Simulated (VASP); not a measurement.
# C (P-1) in VASP: a series of runs

C is run at these levels: LDA; tasks: single point.

Program: VASP 6.6.1. These are calculated values, not measurements. Logs are shortened: lines on timing, memory, paths and dates and some standing lists are left out, and cuts for length are marked.

## Step 1: The cell of the first run

The typed cell holds 2 atoms: a = 2.445 Å, b = 2.445 Å, c = 3.616 Å, α = 110.86°, β = 108.61°, γ = 60.01°.

## Step 2: Single point, LDA (strain -0.0400 x Voigt [0, 0, 0, 1, 0, 0])

INCAR

```
  ALGO = Normal
  EDIFF = 1E-6
  ENCUT = 520
  GGA = CA
  ISIF = 2
  ISMEAR = 0
  LASPH = T
  LCHARG = T
  LELF = T
  LREAL = F
  LVHAR = T
  LWAVE = F
  NBANDS = 11
  NELM = 60
  PREC = Accurate
  SIGMA = 0.05
```

KPOINTS

```
k-points
0
Gamma
  14 14 8
```

POSCAR

```
C
1.0
    2.1172982844     -1.2222020964      0.0128511562
    2.1172982844      1.2226659974     -0.0360462056
   -1.3916690928     -0.0667460384      3.3373019203
C
2
Direct
    0.8333830096      0.8333830096      0.0001497828
    0.1666169904      0.1666169904      0.9998502172
```

Potentials or basis: VASP PAW LDA potentials, release 64 (C).

Command:

```console
$ cat potpaw_LDA.64/C/POTCAR > POTCAR
$ mpirun -np 1 vasp_std > vasp.out
```

OUTCAR:

```text
EDIFF = 1E-6
   ENCUT = 520
   GGA = CA
   ISIF = 2
   ISMEAR = 0
   LASPH = T
   LREAL = F
   NELM = 60
   PREC = Accurate

 ion  position               nearest neighbor table
   1  0.833  0.833  0.000-   2 1.41   2 1.41   2 1.41
   2  0.167  0.167  1.000-   1 1.41   1 1.41   1 1.41

  LATTYP: Found a triclinic cell.
 ALAT       =     2.4452328100
 B/A-ratio  =     0.9998102938
 C/A-ratio  =     1.4609042918
 COS(alpha) =     0.0190111476
 COS(beta)  =     0.3240623231
 COS(gamma) =     0.4998543398

  Lattice vectors:

 A1 = (  -2.1172982844,  -1.2226659974,   0.0360462056)
 A2 = (  -2.1172982844,   1.2222020964,  -0.0128511562)
 A3 = (  -0.7256291916,  -1.1559199590,  -3.3012557147)

Analysis of symmetry for initial positions (statically):
=====================================================================
 Subroutine PRICEL returns:
 Original cell was already a primitive cell.

 Routine SETGRP: Setting up the symmetry group for a
 triclinic supercell.

 Subroutine GETGRP returns: Found  2 space group operations
 (whereof  2 operations were pure point group operations)
 out of a pool of  2 trial point group operations.

The static configuration has the point symmetry S_2 .

Analysis of symmetry for dynamics (positions and initial velocities):
=====================================================================
 Subroutine PRICEL returns:
 Original cell was already a primitive cell.

 Routine SETGRP: Setting up the symmetry group for a
 triclinic supercell.

 Subroutine GETGRP returns: Found  2 space group operations
 (whereof  2 operations were pure point group operations)
 out of a pool of  2 trial point group operations.

The dynamic configuration has the point symmetry S_2 .

 Subroutine INISYM returns: Found  2 space group operations
 (whereof  2 operations are pure point group operations),
 and found     1 'primitive' translations

----------------------------------------------------------------------------------------

                                     Primitive cell

  volume of cell :      17.2292

  direct lattice vectors                    reciprocal lattice vectors
     2.117298284 -1.222202096  0.012851156     0.236690641 -0.407208885  0.090556826
     2.117298284  1.222665997 -0.036046206     0.236690641  0.411158505  0.106924174
    -1.391669093 -0.066746038  3.337301920     0.001645057  0.006008989  0.300449427

  length of vectors
     2.444768934  2.445232810  3.616459872     0.479627016  0.486319395  0.300514014

  position of ions in fractional coordinates (direct lattice)
     0.833383010  0.833383010  0.000149783
     0.166616990  0.166616990  0.999850217

  ion indices of the primitive-cell ions
   primitive index   ion index
                 1           1
                 2           2

----------------------------------------------------------------------------------------

 KPOINTS: k-points

Automatic generation of k-mesh.
 Grid dimensions read from file:
 generate k-points for:   14   14    8

 Generating k-lattice:

  Cartesian coordinates                     Fractional coordinates (reciprocal lattice)
     0.016906474 -0.029086349  0.006468345     0.071428571 -0.000000000  0.000000000
     0.016906474  0.029368465  0.007637441    -0.000000000  0.071428571 -0.000000000
     0.000205632  0.000751124  0.037556178     0.000000000  0.000000000  0.125000000

  Length of vectors
     0.034259073  0.034737100  0.037564252

  Shift w.r.t. Gamma in fractional coordinates (k-lattice)
     0.000000000  0.000000000  0.000000000

 Subroutine IBZKPT returns following result:
 ===========================================

 Found    788 irreducible k-points:

 Following reciprocal coordinates:
            Coordinates               Weight
  0.000000  0.000000  0.000000      1.000000
  0.071429  0.000000 -0.000000      2.000000
  0.142857 -0.000000 -0.000000      2.000000
  0.214286 -0.000000 -0.000000      2.000000
  0.285714  0.000000 -0.000000      2.000000
  0.357143 -0.000000 -0.000000      2.000000
[... 16 lines left out ...]
 -0.000000  0.142857 -0.000000      2.000000
  0.071429  0.142857  0.000000      2.000000
 [... further k-points ...]
   k-points           NKPTS =    788   k-points in BZ     NKDIM =    788   number of bands    NBANDS=     11
   number of dos      NEDOS =    301   number of ions     NIONS =      2
   total plane-waves  NPLWV =   9072
   dimension x,y,z NGX =    18 NGY =   18 NGZ =   28
   dimension x,y,z NGXF=    36 NGYF=   36 NGZF=   56
   ions per type =               2
   NGX,Y,Z   is equivalent  to a cutoff of  12.24, 12.24, 12.87 a.u.
   NGXF,Y,Z  is equivalent  to a cutoff of  24.48, 24.48, 25.74 a.u.
 SYSTEM =  unknown system
   PREC   = accura    normal or accurate (medium, high low for compatibility)
   ISTART =      0    job   : 0-new  1-cont  2-samecut
   ICHARG =      2    charge: 1-file 2-atom 10-const
   ISPIN  =      1    spin polarized calculation?
   LNONCOLLINEAR =      F non collinear calculations
   LSORBIT =      F    spin-orbit coupling
   LASPH  =      T    aspherical Exc in radial PAW
   ENCUT  =  520.0 eV  38.22 Ry    6.18 a.u.   4.55  4.55  6.72*2*pi/ulx,y,z
   NELM   =     60;   NELMIN=  2; NELMDL= -5     # of ELM steps
   EDIFF  = 0.1E-05   stopping-criterion for ELM
   LREAL  =      F    real-space projection
   EDIFFG = 0.1E-04   stopping-criterion for IOM
   NSW    =      0    number of steps for IOM
   IBRION =     -1    ionic relax: 0-MD 1-quasi-New 2-CG
   NFREE  =      0    steps in history (QN), initial steepest desc. (CG)
   ISIF   =      2    stress and relaxation
   ISYM   =      2    0-nonsym 1-usesym 2-fastsym
   POTIM  = 0.5000    time-step for ionic-motion
   TEBEG  =    0.0;   TEEND  =   0.0 temperature during run
   PSTRESS=    0.0 pullay stress
   NELECT =       8.0000    total number of electrons
   NUPDOWN=      -1.0000    fix difference up-down
   EMIN   =  10.00;   EMAX   =-10.00  energy-range for DOS
   EFERMI =   0.00;   METHOD = LEGACY
   ISMEAR =     0;   SIGMA  =   0.05  broadening in eV -4-tet -1-fermi 0-gaus
   EFERMI_NEDOS =   21; number of points for ismear=-14 and -15
   IALGO  =     38    algorithm
   IMIX   =      4    mixing-type and parameters
     AMIX     =   0.40;   BMIX     =  1.00
     AMIX_MAG =   1.60;   BMIX_MAG =  1.00
  volume/ion in A,a.u.               =       8.61        58.13
  Fermi-wavevector in a.u.,A,eV,Ry     =   1.267699  2.395604 21.865387  1.607061
  Thomas-Fermi vector in A             =   2.400833
   LORBIT       =      0    0 simple, 1 ext, 2 COOP (PROOUT), +10 PAW based schemes
   GGA     = CA    functional components
   LHFCALC =     F    Hartree Fock is set to
   AEXX    =    0.0000 exact exchange contribution
   IVDW    =     0    specifies the selected vdW correction
   LEPSILON=     F    determine dielectric tensor
   LRPA    =     F    only Hartree local field effects (RPA)
 non-spin polarized calculation
 Gauss-broadening in eV      SIGMA  =   0.05
  energy-cutoff  :      520.00
  volume of cell :       17.23
 maximum number of plane-waves:       478
   NGX =  9   NGY =  9   NGZ = 13

 number of electron       8.0000000 magnetization

 Free energy of the ion-electron system (eV)
  ---------------------------------------------------
  ext. energy  EPLUGINS =         0.00000000
  ---------------------------------------------------
  free energy    TOTEN  =       -20.22385945 eV

  energy without entropy =      -20.22385945  energy(sigma->0) =      -20.22385945

 E-fermi :   4.8632     XC(G=0): -10.8562

 val. band max:        4.6215008338   @ k =   0.3571  -0.2857   0.1250
 cond. band min:       5.1333246096   @ k =  -0.2857   0.3571   0.1250
 fundamental gap:      0.5118237757
 Fermi energy:         4.8632218110

 k-point     1 :       0.0000    0.0000    0.0000
  band No.  band energies     occupation
      1     -14.8600      2.00000
      2      -1.8802      2.00000
      3       1.7955      2.00000
      4       1.8007      2.00000
      5       8.6378      0.00000
      6      13.2590      0.00000
      7      13.2752      0.00000
      8      16.3314      0.00000
      9      18.2893      0.00000
     10      27.5010      0.00000
     11      30.3762      0.00000

 k-point     2 :       0.0714    0.0000   -0.0000
  band No.  band energies     occupation
      1     -14.7358      2.00000
      2      -1.7493      2.00000
      3       1.3177      2.00000
      4       1.5427      2.00000
      5       8.8067      0.00000
      6      13.3329      0.00000
      7      13.7996      0.00000
      8      15.9073      0.00000
      9      18.4757      0.00000
     10      27.8749      0.00000
     11      29.5553      0.00000

 k-point     3 :       0.1429   -0.0000   -0.0000
  band No.  band energies     occupation
      1     -14.3645      2.00000
      2      -1.3590      2.00000
      3       0.0590      2.00000
      4       0.9036      2.00000
      5       9.3133      0.00000
      6      13.4039      0.00000
      7      14.7566      0.00000
      8      15.2270      0.00000
      9      19.0613      0.00000
     10      27.3200      0.00000
     11      28.9350      0.00000
[... 267 lines left out ...]
 k-point    23 :      -0.0000    0.1429   -0.0000
  band No.  band energies     occupation
      1     -14.3603      2.00000
      2      -1.3976      2.00000
      3       0.0733      2.00000
      4       0.9016      2.00000
      5       9.3875      0.00000
      6      13.4063      0.00000
      7      14.6790      0.00000
      8      15.2122      0.00000
      9      19.1123      0.00000
     10      26.9000      0.00000
     11      28.9684      0.00000

 k-point    24 :       0.0714    0.1429    0.0000
  band No.  band energies     occupation
      1     -14.4748      2.00000
      2      -1.6017      2.00000
      3       0.5322      2.00000
      4       1.0202      2.00000
      5       9.3696      0.00000
      6      13.5577      0.00000
      7      14.5694      0.00000
      8      15.0663      0.00000
      9      18.9368      0.00000
     10      27.2042      0.00000
     11      28.6164      0.00000

 [... further k-points ...]

------------------------ aborting loop because EDIFF is reached ----------------------------------------

  FORCE on cell =-STRESS in cart. coord.  units (eV):
  Direction    XX          YY          ZZ          XY          YZ          ZX
  --------------------------------------------------------------------------------------
  -------------------------------------------------------------------------------------
  Total        0.1334504      0.1134783     -0.0081808     -0.0105583      0.0183823      0.0024651
  in kB       12.4097880     10.5525479     -0.7607513     -0.9818348      1.7094070      0.2292323
  external PRESSURE =       7.4005282 kB  Pullay stress =       0.0000000 kB

 VOLUME and BASIS-vectors are now :
 -----------------------------------------------------------------------------
  energy-cutoff  :      520.00
  volume of cell :       17.23
      direct lattice vectors                 reciprocal lattice vectors
     2.117298284 -1.222202096  0.012851156     0.236690641 -0.407208885  0.090556826
     2.117298284  1.222665997 -0.036046206     0.236690641  0.411158505  0.106924174
    -1.391669093 -0.066746038  3.337301920     0.001645057  0.006008989  0.300449427

 POSITION                                       TOTAL-FORCE (eV/Angst)
 -----------------------------------------------------------------------------------
      3.52883      0.00038     -0.01883        -0.002397     -0.009446     -0.000073
     -0.68590     -0.06666      3.33294         0.002397      0.009446      0.000073
 -----------------------------------------------------------------------------------
    total drift:                                0.000000     -0.000000     -0.000000

  FREE ENERGIE OF THE ION-ELECTRON SYSTEM (eV)
  ---------------------------------------------------
  free  energy   TOTEN  =       -20.2238594520 eV

  energy  without entropy=      -20.2238594520  energy(sigma->0) =      -20.22385945
```

It took 69 s on 1 thread of Intel Xeon 6975P-C (Granite Rapids), shared host; peak memory 0.21 GiB.

Results:

```yaml
Free_energy: -20.2239 eV
Pressure: 0.7 GPa
Largest_force: 0.010 eV/Å
```

Forces on the atoms (eV/Å):
```
C   -0.002 -0.009  0.000
C    0.002  0.009  0.000
```

Caveat: the cell differs from its parent crystal (strain -0.0400 x Voigt [0, 0, 0, 1, 0, 0]).

## Step 3: Single point, LDA (strain +0.0300 x Voigt [0, 0, 0, 1, 0, 0])

INCAR

```
ALGO = Normal ; EDIFF = 1E-7
ENCUT = 520 ; GGA = CA
ISIF = 2 ; ISMEAR = 0
LASPH = T ; LCHARG = F
LREAL = F ; LWAVE = F
NBANDS = 11 ; NELM = 60
PREC = Accurate ; SIGMA = 0.05
```

KPOINTS is that of step 2.

POSCAR

```
C
1.0
    2.1172982844     -1.2226080098     -0.0299340354
    2.1172982844      1.2222600840      0.0067389860
   -1.3916690928      0.0500595288      3.3373019203
C
2
Direct
    0.8333830096      0.8333830096      0.0001497828
    0.1666169904      0.1666169904      0.9998502172
```

Potentials or basis: VASP PAW LDA potentials, release 64 (C).

Command:

```console
$ cat potpaw_LDA.64/C/POTCAR > POTCAR
$ mpirun -np 1 vasp_std > vasp.out
```

OUTCAR:

```text
EDIFF = 1E-7
   ENCUT = 520
   GGA = CA
   ISIF = 2
   ISMEAR = 0
   LASPH = T
   LREAL = F
   NELM = 60
   PREC = Accurate

 ion  position               nearest neighbor table
   1  0.833  0.833  0.000-   2 1.41   2 1.41   2 1.41
   2  0.167  0.167  1.000-   1 1.41   1 1.41   1 1.41

  LATTYP: Found a triclinic cell.
 ALAT       =     2.4447734357
 B/A-ratio  =     3.1596369553
 C/A-ratio  =     1.0001423095
 COS(alpha) =     0.0061235935
 COS(beta)  =     0.4999199483
 COS(gamma) =     0.7845873026

  Lattice vectors:

 A1 = (  -2.1172982844,  -1.2222600840,  -0.0067389860)
 A2 = (  -3.5089673772,  -6.0619367428,   3.2572168915)
 A3 = (  -2.1172982844,   1.2226080098,   0.0299340354)

Analysis of symmetry for initial positions (statically):
=====================================================================
 Subroutine PRICEL returns:
 Original cell was already a primitive cell.

 Routine SETGRP: Setting up the symmetry group for a
 triclinic supercell.

 Subroutine GETGRP returns: Found  2 space group operations
 (whereof  2 operations were pure point group operations)
 out of a pool of  2 trial point group operations.

The static configuration has the point symmetry S_2 .

Analysis of symmetry for dynamics (positions and initial velocities):
=====================================================================
 Subroutine PRICEL returns:
 Original cell was already a primitive cell.

 Routine SETGRP: Setting up the symmetry group for a
 triclinic supercell.

 Subroutine GETGRP returns: Found  2 space group operations
 (whereof  2 operations were pure point group operations)
 out of a pool of  2 trial point group operations.

The dynamic configuration has the point symmetry S_2 .

 Subroutine INISYM returns: Found  2 space group operations
 (whereof  2 operations are pure point group operations),
 and found     1 'primitive' translations

[... 119 lines left out ...]
   GGA     = CA    functional components
   LHFCALC =     F    Hartree Fock is set to
   AEXX    =    0.0000 exact exchange contribution
   IVDW    =     0    specifies the selected vdW correction
   LEPSILON=     F    determine dielectric tensor
   LRPA    =     F    only Hartree local field effects (RPA)
 non-spin polarized calculation
 Gauss-broadening in eV      SIGMA  =   0.05
  energy-cutoff  :      520.00
  volume of cell :       17.23
 maximum number of plane-waves:       478
   NGX =  9   NGY =  9   NGZ = 13

 number of electron       8.0000000 magnetization

 Free energy of the ion-electron system (eV)
  ---------------------------------------------------
  ext. energy  EPLUGINS =         0.00000000
  ---------------------------------------------------
  free energy    TOTEN  =       -20.22403371 eV

  energy without entropy =      -20.22403371  energy(sigma->0) =      -20.22403371

 E-fermi :   4.9391     XC(G=0): -10.8547

 val. band max:        4.5943608347   @ k =  -0.2857   0.3571   0.1250
 cond. band min:       5.1420640113   @ k =   0.3571  -0.2857   0.1250
 fundamental gap:      0.5477031767
 Fermi energy:         4.9390693788

 k-point     1 :       0.0000    0.0000    0.0000
  band No.  band energies     occupation
      1     -14.8624      2.00000
      2      -1.8844      2.00000
      3       1.7946      2.00000
      4       1.7984      2.00000
      5       8.6333      0.00000
      6      13.2607      0.00000
      7      13.2727      0.00000
      8      16.3301      0.00000
      9      18.2923      0.00000
     10      27.5060      0.00000
     11      30.3691      0.00000
[... 309 lines left out ...]
 k-point    24 :       0.0714    0.1429    0.0000
  band No.  band energies     occupation
      1     -14.4801      2.00000
      2      -1.5810      2.00000
      3       0.5220      2.00000
      4       1.0187      2.00000
      5       9.3166      0.00000
      6      13.5424      0.00000
      7      14.5910      0.00000
      8      15.1116      0.00000
      9      18.9102      0.00000
     10      27.4899      0.00000
     11      28.5441      0.00000

 [... further k-points ...]

------------------------ aborting loop because EDIFF is reached ----------------------------------------

  FORCE on cell =-STRESS in cart. coord.  units (eV):
  Direction    XX          YY          ZZ          XY          YZ          ZX
  --------------------------------------------------------------------------------------
  -------------------------------------------------------------------------------------
  Total        0.1358094      0.1245093     -0.0104363      0.0079450     -0.0136826      0.0008772
  in kB       12.6269492     11.5763152     -0.9703183      0.7386927     -1.2721501      0.0815615
  external PRESSURE =       7.7443154 kB  Pullay stress =       0.0000000 kB

 VOLUME and BASIS-vectors are now :
 -----------------------------------------------------------------------------
  energy-cutoff  :      520.00
  volume of cell :       17.23
      direct lattice vectors                 reciprocal lattice vectors
     2.117298284 -1.222608010 -0.029934035     0.236690641 -0.410592920  0.104859897
     2.117298284  1.222260084  0.006738986     0.236690641  0.407631223  0.092586535
    -1.391669093  0.050059529  3.337301920     0.001645057 -0.004505953  0.300396837

 POSITION                                       TOTAL-FORCE (eV/Angst)
 -----------------------------------------------------------------------------------
      3.52883     -0.00028     -0.01883        -0.001402      0.007108      0.000037
     -0.68590      0.04999      3.33294         0.001402     -0.007108     -0.000037
 -----------------------------------------------------------------------------------
    total drift:                                0.000000      0.000000     -0.000000

  FREE ENERGIE OF THE ION-ELECTRON SYSTEM (eV)
  ---------------------------------------------------
  free  energy   TOTEN  =       -20.2240337085 eV

  energy  without entropy=      -20.2240337085  energy(sigma->0) =      -20.22403371
```

stdout:

```text
POSCAR found type information on POSCAR C
 POSCAR found :  1 types and       2 ions
 scaLAPACK will be used
 LDA part: xc-table for (Slater(with rela. corr.)+CA(PZ))
 , standard interpolation
 POSCAR, INCAR and KPOINTS ok, starting setup
 FFT: planning ... GRIDC
 FFT: planning ... GRID_SOFT
 FFT: planning ... GRID
 WAVECAR not read
 entering main loop
```

It took 60 s on 1 thread of Intel Xeon 6975P-C (Granite Rapids), shared host; peak memory 0.21 GiB.

What came out:

```
Free energy   : -20.2240 eV
Pressure      : 0.8 GPa
Largest force : 0.007 eV/Å
```

Forces in eV/Å, atoms in the order of the input:
```
C   -0.001  0.007  0.000
C    0.001 -0.007  0.000
```

Stress tensor (GPa, compression positive):
```
 1.26  0.07  0.01
 0.07  1.16 -0.13
 0.01 -0.13 -0.10
```

Caveat: the cell differs from its parent crystal (strain +0.0300 x Voigt [0, 0, 0, 1, 0, 0]).
